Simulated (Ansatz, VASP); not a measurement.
## Two plane-wave programs on WSe2

```xyz
3
Lattice="3.3179 0.0000 0.0000 -1.6590 2.8734 0.0000 0.0000 0.0000 16.6581" Properties=species:S:1:pos:R:3 pbc="T T T"
W     0.0000    0.0000    0.0000
Se    0.0000    1.9156    1.6623
Se    0.0000    1.9156   14.9959
```

Alike in both runs: task single point; functional PBE; k mesh 6 × 6 × 1; occupations gaussian, width 0.1 eV; no spin polarisation; Hubbard terms W d U = 2.3 eV.

```csv
,VASP,Ansatz
version,VASP 6.6.1,Ansatz 0.2.0
potentials or method,"VASP PAW PBE potentials, release 64 (W_sv, Se), cutoff 500 eV","scalar-relativistic, plane waves, PAW"
valence electrons in the cell,26,46
```

|  | VASP | Ansatz | Ansatz less VASP |
| --- | --- | --- | --- |
| gap on the k mesh at the Fermi level (eV) | 1.49 | 1.43 | -0.053 |
| least direct gap on the mesh (eV) | 1.49 | 1.43 | -0.053 |
| rms of the force components (eV/Å) | 0.253 | 0.141 | -0.1120 |

The programs project onto different local orbitals, so the same U acts differently, and such runs can settle in different states. Atom by atom the forces differ by 0.112 eV/Å (rms over components). VASP's potentials hold 26 valence electrons a cell and Ansatz's 46, so a difference there can come from the potentials and not from the codes.

Neither program's run includes spin-orbit coupling.
